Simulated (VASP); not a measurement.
# Sr (Fm-3m) in VASP: settings compared, part 2 of 2

VASP 6.6.1.

### 4 Single point, PBEsol

INCAR

```
SYSTEM = Sr
ALGO = Normal
EDIFF = 1E-6
ENCUT = 520
GGA = PS
ISIF = 2
ISMEAR = -1
LASPH = .TRUE.
LCHARG = .FALSE.
LREAL = .FALSE.
LWAVE = .FALSE.
NBANDS = 11
NELM = 80
PREC = Accurate
SIGMA = 0.05
```

KPOINTS

```
k-points
0
G
  8 8 8
  0 0 0
```

POSCAR

```
Sr
1.0
    0.0000000000      3.0012321217      3.0012321217
    3.0012321217      0.0000000000      3.0012321217
    3.0012321217      3.0012321217      0.0000000000
Sr
1
Direct
    0.0000000000      0.0000000000      0.0000000000
```

Potentials or basis: VASP PAW PBE potentials, release 64 (Sr_sv).

Command:

```sh
> cat potpaw_PBE.64/Sr_sv/POTCAR > POTCAR
> mpirun -np 1 vasp_std > vasp.out
```

It took 10 s on 1 thread of AMD EPYC 7R13 (Zen 3), shared host; peak memory 0.14 GiB.

It converged, with:

* Free energy: -1.8455 eV
* Pressure: -0.5 GPa
* Band gap on the k mesh: zero (band 5 reaches 1.61 eV, above the bottom of band 6 at 1.59 eV)

Levels at points of the mesh, in eV from the Fermi level:
```tsv
k point	band 2	band 3	band 4	band 5	band 6	band 7	band 8	band 9
(0.00, 0.00, 0.00)	-18.39	-18.39	-18.39	-3.67	2.36	2.36	2.36	3.87
(0.50, 0.00, 0.00)	-18.60	-18.42	-18.42	-1.13	0.11	2.21	2.21	4.94
(0.50, 0.50, 0.00)	-18.59	-18.47	-18.47	-0.65	0.34	1.11	4.94	5.25
```

Caveat: the PAW data sets were made with another functional, which shifts forces and pressure a little.

### 5 Single point, PBEsol

This run uses another cell than the first one, of 55.19 Å³/atom, 1.021 times its volume.

INCAR

```
SYSTEM = Sr
  PREC = Accurate
  ENCUT = 520
  EDIFF = 1E-7
  ISMEAR = -1
  SIGMA = 0.05
  LREAL = .False.
  LASPH = .True.
  NELM = 100
  ALGO = Fast
  ISIF = 2
  LWAVE = .False.
  LCHARG = .False.
  GGA = PS
  NBANDS = 11
```

KPOINTS

```
Automatic mesh
0
Gamma
  8 8 8
  0 0 0
```

POSCAR

```
Sr
1.0
    0.0000000000      3.0219309284      3.0219309284
    3.0219309284      0.0000000000      3.0219309284
    3.0219309284      3.0219309284      0.0000000000
Sr
1
Direct
    0.0000000000      0.0000000000      0.0000000000
```

Command:

```sh
> cat potpaw_PBE.64/Sr_sv/POTCAR > POTCAR
> mpirun -np 1 vasp_std > vasp.out
```

It took 15 s on 1 thread of AMD EPYC 7R13 (Zen 3), shared host; peak memory 0.15 GiB.

It converged, with:

```
Free energy            : -1.8414 eV
Pressure               : -0.7 GPa
Band gap on the k mesh : zero (band 5 reaches 1.56 eV, above the bottom of band 6 at 1.51 eV)
```

Levels at points of the mesh, in eV from the Fermi level:
```csv
k point,band 3,band 4,band 5,band 6,band 7,band 8
"(0.00, 0.00, 0.00)",-18.43,-18.43,-3.64,2.35,2.35,2.35
"(0.50, 0.00, 0.00)",-18.46,-18.46,-1.12,0.09,2.19,2.19
"(0.50, 0.50, 0.00)",-18.50,-18.50,-0.62,0.36,1.06,4.87
```

Caveat: the PAW data sets were made with another functional, which shifts forces and pressure a little.

### 6 Single point, LDA

This run uses another cell than the first one, of 56.32 Å³/atom, 1.042 times its volume.

INCAR

```
SYSTEM = Sr
ALGO = Normal
EDIFF = 1E-6
ENCUT = 520
GGA = CA
ISIF = 2
ISMEAR = -1
LASPH = .True.
LCHARG = .False.
LREAL = .False.
LWAVE = .False.
NBANDS = 11
NELM = 80
PREC = Accurate
SIGMA = 0.05
```

KPOINTS

```
k-points
0
Gamma
  8 8 8
  0 0 0
```

POSCAR

```
Sr
1.0
    0.0000000000      3.0423500000      3.0423500000
    3.0423500000      0.0000000000      3.0423500000
    3.0423500000      3.0423500000      0.0000000000
Sr
1
Direct
    0.0000000000      0.0000000000      0.0000000000
```

Potentials or basis: VASP PAW LDA potentials, release 64 (Sr_sv).

Command:

```sh
> cat potpaw_LDA.64/Sr_sv/POTCAR > POTCAR
> mpirun -np 1 vasp_std > vasp.out
```

OUTCAR:

```text
SYSTEM = Sr
   EDIFF = 1E-6
   ENCUT = 520
   GGA = CA
   ISIF = 2
   ISMEAR = -1
   LASPH = .True.
   LREAL = .False.
   NELM = 80
   PREC = Accurate

 ion  position               nearest neighbor table
   1  0.000  0.000  0.000-

  LATTYP: Found a face centered cubic cell.
 ALAT       =     6.0847000000

  Lattice vectors:

 A1 = (   0.0000000000,   3.0423500000,   3.0423500000)
 A2 = (   3.0423500000,   0.0000000000,   3.0423500000)
 A3 = (   3.0423500000,   3.0423500000,   0.0000000000)

Analysis of symmetry for initial positions (statically):
[... 506 lines left out ...]
      6       1.3867      0.52593
      7       2.6218      0.00000
      8       3.8691      0.00000
      9       5.4476      0.00000
     10       6.2603      0.00000
     11       6.3149      0.00000

 [... further k-points ...]
[... 5 lines left out ...]
  --------------------------------------------------------------------------------------
  -------------------------------------------------------------------------------------
  Total       -0.5660026     -0.5660026     -0.5660026     -0.0000000     -0.0000000     -0.0000000
  in kB      -16.1016918    -16.1016918    -16.1016918     -0.0000000     -0.0000000     -0.0000000
  external PRESSURE =     -16.1016918 kB  Pullay stress =       0.0000000 kB

 VOLUME and BASIS-vectors are now :
 -----------------------------------------------------------------------------
  energy-cutoff  :      520.00
  volume of cell :       56.32
      direct lattice vectors                 reciprocal lattice vectors
     0.000000000  3.042350000  3.042350000    -0.164346640  0.164346640  0.164346640
     3.042350000  0.000000000  3.042350000     0.164346640 -0.164346640  0.164346640
     3.042350000  3.042350000  0.000000000     0.164346640  0.164346640 -0.164346640

 POSITION                                       TOTAL-FORCE (eV/Angst)
 -----------------------------------------------------------------------------------
      0.00000      0.00000      0.00000        -0.000000     -0.000000     -0.000000
 -----------------------------------------------------------------------------------
    total drift:                                0.000000      0.000000     -0.000000

  FREE ENERGIE OF THE ION-ELECTRON SYSTEM (eV)
  ---------------------------------------------------
  free  energy   TOTEN  =        -1.8623771101 eV

  energy  without entropy=       -1.8548055656  energy(sigma->0) =       -1.85859134
```

Wall time 10 s (1 thread of AMD EPYC 7R13 (Zen 3), shared host); peak memory 0.13 GiB.

What came out:

* Free energy: -1.8624 eV
* Pressure: -1.6 GPa
* Band gap on the k mesh: zero (band 5 reaches 1.42 eV, above the bottom of band 6 at 1.39 eV)

### 7 The runs side by side

```tsv
level	potentials or basis	cell	gap on the mesh (eV)	pressure (GPa)
LDA	VASP PAW LDA potentials, release 64 (Sr_sv)	a = 4.244 Å, angles 60.0°, 1 atom	-	-1.3
LDA	VASP PAW LDA potentials, release 64 (Sr_sv)	a = 4.274 Å, angles 60.0°, 1 atom	none	-1.4
PBEsol	VASP PAW PBE potentials, release 64 (Sr_sv)	a = 4.244 Å, angles 60.0°, 1 atom	none	-0.5
PBEsol	VASP PAW PBE potentials, release 64 (Sr_sv)	a = 4.274 Å, angles 60.0°, 1 atom	none	-0.7
LDA	VASP PAW LDA potentials, release 64 (Sr_sv)	a = 4.303 Å, angles 60.0°, 1 atom	none	-1.6
```

Alike in all rows: task single point; no spin polarisation; k mesh 8 × 8 × 8; cutoff (eV) 520; smearing fermi-dirac 0.05 eV.

Caveats: the PAW data sets were made with another functional, which shifts forces and pressure a little (some runs).

Total energies depend on the potentials used, so only differences within one code and one set of settings carry meaning.
